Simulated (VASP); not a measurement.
# KMgF3 (R-3m) in VASP: a series of runs, part 2 of 3

VASP 6.6.1. Earlier steps stand in the parts before.

## Step 3: Single point, PBE

Contents of INCAR:

```
ALGO = Normal ; EDIFF = 1E-6
ENCUT = 520 ; GGA = PE
ISIF = 2 ; ISMEAR = 0
LASPH = T ; LCHARG = F
LREAL = F ; LWAVE = F
NBANDS = 24 ; NELM = 100
PREC = Accurate ; SIGMA = 0.05
```

Contents of KPOINTS:

```
k-points
0
Gamma
  6 6 6
```

Contents of POSCAR:

```
KMgF3
1.0
    4.0403577290      0.4857908120      0.4857908120
    0.4857908120      4.0403577290      0.4857908120
    0.4857908120      0.4857908120      4.0403577290
K Mg F
1 1 3
Direct
    0.5000000000      0.5000000000      0.5000000000
    0.0000000000      0.0000000000      0.0000000000
    0.5000000000      0.0000000000      0.0000000000
    0.0000000000      0.5000000000      0.0000000000
    0.0000000000      0.0000000000      0.5000000000
```

Potentials or basis: VASP PAW PBE potentials, release 64 (K_sv, Mg, F).

On the command line:

```console
cat potpaw_PBE.64/K_sv/POTCAR potpaw_PBE.64/Mg/POTCAR potpaw_PBE.64/F/POTCAR > POTCAR
mpirun -np 1 vasp_std > vasp.out
```

OUTCAR:

```text
EDIFF = 1E-6
   ENCUT = 520
   GGA = PE
   ISIF = 2
   ISMEAR = 0
   LASPH = T
   LREAL = F
   NELM = 100
   PREC = Accurate

 ion  position               nearest neighbor table
   1  0.500  0.500  0.500-   3 2.51   4 2.51   3 2.51   5 2.51   4 2.51   5 2.51   2 3.24   2 3.24
                             2 3.24   2 3.24   2 3.24   2 3.24
   2  0.000  0.000  0.000-   3 2.05   4 2.05   5 2.05   5 2.05   4 2.05   3 2.05   1 3.24   1 3.24
                             1 3.24   1 3.24   1 3.24   1 3.24
   3  0.500  0.000  0.000-   2 2.05   2 2.05   1 2.51   1 2.51
   4  0.000  0.500  0.000-   2 2.05   2 2.05   1 2.51   1 2.51
   5  0.000  0.000  0.500-   2 2.05   2 2.05   1 2.51   1 2.51

  LATTYP: Found a trigonal (rhomboedric) cell.
 ALAT       =     4.0983504004
 COS(alpha) =     0.2477620922

  Lattice vectors:

 A1 = (   4.0403577290,   0.4857908120,   0.4857908120)
 A2 = (   0.4857908120,   4.0403577290,   0.4857908120)
 A3 = (   0.4857908120,   0.4857908120,   4.0403577290)

Analysis of symmetry for initial positions (statically):
=====================================================================
 Subroutine PRICEL returns:
 Original cell was already a primitive cell.

 Routine SETGRP: Setting up the symmetry group for a
 trigonal (rhombohedral) supercell.

 Subroutine GETGRP returns: Found 12 space group operations
 (whereof 12 operations were pure point group operations)
 out of a pool of 12 trial point group operations.

The static configuration has the point symmetry D_3d.

Analysis of symmetry for dynamics (positions and initial velocities):
=====================================================================
 Subroutine PRICEL returns:
 Original cell was already a primitive cell.

 Routine SETGRP: Setting up the symmetry group for a
 trigonal (rhombohedral) supercell.

 Subroutine GETGRP returns: Found 12 space group operations
 (whereof 12 operations were pure point group operations)
 out of a pool of 12 trial point group operations.

The dynamic configuration has the point symmetry D_3d.

 Subroutine INISYM returns: Found 12 space group operations
 (whereof 12 operations are pure point group operations),
 and found     1 'primitive' translations

----------------------------------------------------------------------------------------

                                     Primitive cell

  volume of cell :      63.3256

  direct lattice vectors                    reciprocal lattice vectors
     4.040357729  0.485790812  0.485790812     0.254060004 -0.027268220 -0.027268220
     0.485790812  4.040357729  0.485790812    -0.027268220  0.254060004 -0.027268220
     0.485790812  0.485790812  4.040357729    -0.027268220 -0.027268220  0.254060004

  length of vectors
     4.098350400  4.098350400  4.098350400     0.256970032  0.256970032  0.256970032

  position of ions in fractional coordinates (direct lattice)
     0.500000000  0.500000000  0.500000000
     0.000000000  0.000000000  0.000000000
     0.500000000  1.000000000  0.000000000
     1.000000000  0.500000000  0.000000000
     0.000000000  0.000000000  0.500000000

  ion indices of the primitive-cell ions
   primitive index   ion index
                 1           1
                 2           2
                 3           3
                 4           4
                 5           5

----------------------------------------------------------------------------------------

 KPOINTS: k-points

Automatic generation of k-mesh.
 Grid dimensions read from file:
 generate k-points for:    6    6    6

 Generating k-lattice:

  Cartesian coordinates                     Fractional coordinates (reciprocal lattice)
     0.042343334 -0.004544703 -0.004544703     0.166666667 -0.000000000  0.000000000
    -0.004544703  0.042343334 -0.004544703    -0.000000000  0.166666667  0.000000000
    -0.004544703 -0.004544703  0.042343334     0.000000000  0.000000000  0.166666667

  Length of vectors
     0.042828339  0.042828339  0.042828339

  Shift w.r.t. Gamma in fractional coordinates (k-lattice)
     0.000000000  0.000000000  0.000000000

 Subroutine IBZKPT returns following result:
 ===========================================

 Found     32 irreducible k-points:

 Following reciprocal coordinates:
            Coordinates               Weight
  0.000000  0.000000  0.000000      1.000000
  0.166667 -0.000000 -0.000000      6.000000
  0.333333 -0.000000 -0.000000      6.000000
  0.500000 -0.000000 -0.000000      3.000000
  0.166667  0.166667 -0.000000      6.000000
  0.333333  0.166667 -0.000000     12.000000
[... 16 lines left out ...]
  0.500000  0.500000  0.166667      6.000000
 -0.333333  0.500000  0.166667     12.000000
 [... further k-points ...]
   k-points           NKPTS =     32   k-points in BZ     NKDIM =     32   number of bands    NBANDS=     24
   number of dos      NEDOS =    301   number of ions     NIONS =      5
   total plane-waves  NPLWV =  27000
   dimension x,y,z NGX =    30 NGY =   30 NGZ =   30
   dimension x,y,z NGXF=    60 NGYF=   60 NGZF=   60
   ions per type =               1   1   3
   NGX,Y,Z   is equivalent  to a cutoff of  12.17, 12.17, 12.17 a.u.
   NGXF,Y,Z  is equivalent  to a cutoff of  24.34, 24.34, 24.34 a.u.
 SYSTEM =  unknown system
   PREC   = accura    normal or accurate (medium, high low for compatibility)
   ISTART =      0    job   : 0-new  1-cont  2-samecut
   ICHARG =      2    charge: 1-file 2-atom 10-const
   ISPIN  =      1    spin polarized calculation?
   LNONCOLLINEAR =      F non collinear calculations
   LSORBIT =      F    spin-orbit coupling
   LASPH  =      T    aspherical Exc in radial PAW
   ENCUT  =  520.0 eV  38.22 Ry    6.18 a.u.   7.62  7.62  7.62*2*pi/ulx,y,z
   NELM   =    100;   NELMIN=  2; NELMDL= -5     # of ELM steps
   EDIFF  = 0.1E-05   stopping-criterion for ELM
   LREAL  =      F    real-space projection
   EDIFFG = 0.1E-04   stopping-criterion for IOM
   NSW    =      0    number of steps for IOM
   IBRION =     -1    ionic relax: 0-MD 1-quasi-New 2-CG
   NFREE  =      0    steps in history (QN), initial steepest desc. (CG)
   ISIF   =      2    stress and relaxation
   ISYM   =      2    0-nonsym 1-usesym 2-fastsym
   POTIM  = 0.5000    time-step for ionic-motion
   TEBEG  =    0.0;   TEEND  =   0.0 temperature during run
   PSTRESS=    0.0 pullay stress
   NELECT =      32.0000    total number of electrons
   NUPDOWN=      -1.0000    fix difference up-down
   EMIN   =  10.00;   EMAX   =-10.00  energy-range for DOS
   EFERMI =   0.00;   METHOD = LEGACY
   ISMEAR =     0;   SIGMA  =   0.05  broadening in eV -4-tet -1-fermi 0-gaus
   EFERMI_NEDOS =   21; number of points for ismear=-14 and -15
   IALGO  =     38    algorithm
   IMIX   =      4    mixing-type and parameters
     AMIX     =   0.40;   BMIX     =  1.00
     AMIX_MAG =   1.60;   BMIX_MAG =  1.00
  volume/ion in A,a.u.               =      12.67        85.47
  Fermi-wavevector in a.u.,A,eV,Ry     =   1.303962  2.464132 23.134232  1.700318
  Thomas-Fermi vector in A             =   2.434930
   LORBIT       =      0    0 simple, 1 ext, 2 COOP (PROOUT), +10 PAW based schemes
   GGA     = PE    functional components
   LHFCALC =     F    Hartree Fock is set to
   AEXX    =    0.0000 exact exchange contribution
   IVDW    =     0    specifies the selected vdW correction
   LEPSILON=     F    determine dielectric tensor
   LRPA    =     F    only Hartree local field effects (RPA)
 non-spin polarized calculation
 Gauss-broadening in eV      SIGMA  =   0.05
  energy-cutoff  :      520.00
  volume of cell :       63.33
 maximum number of plane-waves:      1728
   NGX = 15   NGY = 15   NGZ = 15

 number of electron      32.0000018 magnetization

 Free energy of the ion-electron system (eV)
  ---------------------------------------------------
  ext. energy  EPLUGINS =         0.00000000
  ---------------------------------------------------
  free energy    TOTEN  =       -22.83037240 eV

  energy without entropy =      -22.83037240  energy(sigma->0) =      -22.83037240

 E-fermi :  -0.4310     XC(G=0):  -9.6345

 val. band max:       -0.6633194770   @ k =   0.5000   0.5000   0.5000
 cond. band min:       4.8356162673   @ k =   0.0000   0.0000   0.0000
 fundamental gap:      5.4989357443
 Fermi energy:        -0.4309897912

 k-point     1 :       0.0000    0.0000    0.0000
  band No.  band energies     occupation
      1     -27.0648      2.00000
      2     -21.4706      2.00000
      3     -20.6472      2.00000
      4     -20.6472      2.00000
      5     -10.7377      2.00000
      6     -10.7377      2.00000
[... 637 lines left out ...]
     23      12.7954      0.00000
     24      13.2247      0.00000

 [... further k-points ...]
[... 5 lines left out ...]
  --------------------------------------------------------------------------------------
  -------------------------------------------------------------------------------------
  Total        2.8821368      2.8821368      2.8821368     -4.8181434     -4.8181434     -4.8181434
  in kB       72.9198863     72.9198863     72.9198863   -121.9020777   -121.9020777   -121.9020777
  external PRESSURE =      72.9198863 kB  Pullay stress =       0.0000000 kB

 VOLUME and BASIS-vectors are now :
 -----------------------------------------------------------------------------
  energy-cutoff  :      520.00
  volume of cell :       63.33
      direct lattice vectors                 reciprocal lattice vectors
     4.040357729  0.485790812  0.485790812     0.254060004 -0.027268220 -0.027268220
     0.485790812  4.040357729  0.485790812    -0.027268220  0.254060004 -0.027268220
     0.485790812  0.485790812  4.040357729    -0.027268220 -0.027268220  0.254060004

 POSITION                                       TOTAL-FORCE (eV/Angst)
 -----------------------------------------------------------------------------------
      2.50597      2.50597      2.50597        -0.000000      0.000000      0.000000
      0.00000      0.00000      0.00000        -0.000000     -0.000000      0.000000
      2.02018      0.24290      0.24290         0.000000      0.000000      0.000000
      0.24290      2.02018      0.24290        -0.000000     -0.000000     -0.000000
      0.24290      0.24290      2.02018         0.000000      0.000000      0.000000
 -----------------------------------------------------------------------------------
    total drift:                                0.000000     -0.000000      0.000000

  FREE ENERGIE OF THE ION-ELECTRON SYSTEM (eV)
  ---------------------------------------------------
  free  energy   TOTEN  =       -22.8303723989 eV

  energy  without entropy=      -22.8303723989  energy(sigma->0) =      -22.83037240
```

It took 32 s on 1 thread of Intel Xeon Platinum 8259CL at 2.50GHz (Skylake/Cascade Lake), shared host; peak memory 0.19 GiB.

Results:

```
Free energy            : -22.8304 eV
Pressure               : 7.3 GPa
Band gap on the k mesh : 5.50 eV, indirect (least direct gap 5.54 eV)
```

Stress tensor (GPa, compression positive):
```
  7.29 -12.19 -12.19
-12.19   7.29 -12.19
-12.19 -12.19   7.29
```

 A k mesh can miss the band edges.

[end of part 2 of 3]
